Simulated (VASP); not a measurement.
Al5Cu3:

```
Al Cu
1.0
     5.57390    0.00000    0.00000
     0.00000    5.57390    0.00000
     0.00000    0.00000    3.70785
Al Cu
5 3
Direct
  0.00000 0.00000 0.00000
  0.74535 0.25465 0.50000
  0.25465 0.74535 0.50000
  0.25465 0.25465 0.50000
  0.74535 0.74535 0.50000
  0.50000 0.50000 0.00000
  0.50000 0.00000 0.00000
  0.00000 0.50000 0.00000
```

- Program: VASP 6.6.1
- Task: relaxation of cell and atoms
- Functional: PBE
- Potentials or basis: VASP PAW PBE potentials, release 64 (Al, Cu)
- Cutoff: 600 eV
- k mesh: 6 × 6 × 8
- Occupations: gaussian, width 0.1 eV
- Spin: no spin polarisation

At the start: pressure 0.3 GPa; volume 14.40 Å³/atom.

Problem. How do energy, volume and symmetry change on relaxing?

Solution. Over 7 steps the energy falls by 3.3 meV/atom and the volume is 14.46 Å³/atom (+0.4 %); space group P4/mmm (No. 123, to 0.1 Å) before and after.

The path:
| step | energy change (eV) | largest force (eV/Å) | pressure (GPa) | volume (Å³) |
| --- | --- | --- | --- | --- |
| 1 | 0.0000 | 0.0388 | 0.32 | 115.20 |
| 2 | -0.0164 | 0.0005 | 0.12 | 115.68 |
| 3 | -0.0239 | 0.0698 | -0.71 | 116.36 |
| 4 | -0.0243 | 0.0552 | -0.50 | 116.21 |
| 5 | -0.0257 | 0.0337 | 0.40 | 115.36 |
| 6 | -0.0259 | 0.0400 | 0.09 | 115.59 |
| 7 | -0.0261 | 0.0084 | 0.00 | 115.65 |

Final structure:
```
Al Cu
1.0
     5.52400    0.00000    0.00000
     0.00000    5.52400    0.00000
     0.00000    0.00000    3.78988
Al Cu
5 3
Cartesian
  0.0000 0.0000 0.0000
  4.1178 1.4062 1.8949
  1.4062 4.1178 1.8949
  1.4062 1.4062 1.8949
  4.1178 4.1178 1.8949
  2.7620 2.7620 0.0000
  2.7620 0.0000 0.0000
  0.0000 2.7620 0.0000
```
